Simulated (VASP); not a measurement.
The system is V.

```
V
1.0
    -1.51000    1.51000    1.51000
     1.51000   -1.51000    1.51000
     1.51000    1.51000   -1.51000
V
1
Direct
  0.00000 0.00000 0.00000
```

```yaml
Program: VASP 6.6.1
Task: relaxation of cell and atoms
Functional: PBEsol
Potentials_or_basis: VASP PAW PBE potentials, release 64 (V_sv)
Cutoff: 600 eV
k_mesh: 25 × 25 × 25
Occupations: methfessel-paxton, width 0.1 eV
Spin: no spin polarisation
```

At the start: pressure -10.8 GPa; volume 13.77 Å³/atom.

Where does the relaxation end?

Over 4 steps the energy falls by 29.1 meV/atom and the volume is 12.95 Å³/atom (-6.0 %); space group Im-3m (No. 229, to 0.05 Å).

The path:
```csv
step,energy change (eV),largest force (eV/Å),pressure (GPa),volume (Å³)
1,0.0000,0.0000,-10.79,13.77
2,0.0189,0.0000,17.26,12.00
3,-0.0291,0.0000,-0.21,12.96
4,-0.0291,0.0000,0.04,12.95
```

Final structure:
```
V
1.0
    -1.47928    1.47928    1.47928
     1.47928   -1.47928    1.47928
     1.47928    1.47928   -1.47928
V
1
Direct
  0.00000 0.00000 0.00000
```

Caveat: the PAW data sets were made with another functional, which shifts forces and pressure a little.
